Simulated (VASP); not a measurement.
CoO, 4 atoms in the cell. It takes space group R3m (No. 160, trigonal). Conventional cell: a = 3.204 Å, b = 3.204 Å, c = 7.699 Å, α = 90.00°, β = 90.00°, γ = 120.00°. Co (site symmetry 3m) has 4 O at 1.91 to 1.96 Å within 2.5 Å. Within 2.5 Å of O (site symmetry 3m) lie 4 Co at 1.91 to 1.96 Å. 

- Program: VASP 6.6.1
- Task: single point
- Functional: PBE
- Potentials or basis: VASP PAW PBE potentials, release 64 (Co, O)
- Cutoff: 520 eV
- k mesh: 6 × 6 × 6
- Occupations: gaussian, width 0.1 eV
- Spin: collinear spin, ferromagnetic start
- Starting moments: [3.0, 3.0, 0.0, 0.0] μB
- Dipole correction: no
- Further INCAR settings: ALGO = Normal; EDIFF = 1e-06; NBANDS = 27

Potentials or basis: VASP PAW PBE potentials, release 64 (Co, O).

The run is started by

```bash
$ cat potpaw_PBE.64/Co/POTCAR potpaw_PBE.64/O/POTCAR > POTCAR
$ mpirun -np 1 vasp_std > vasp.out
```

Hardware: 1 thread of AMD EPYC 7R43 64-Core Processor (Zen 3), with other jobs on the host.

Task: Estimate the wall time of this run.

Result: Run time: 6.3 min on 1 thread of AMD EPYC 7R43 64-Core Processor (Zen 3), with other jobs on the host, peak memory 0.31 GiB. Counts: scf iterations 17, k points 32.
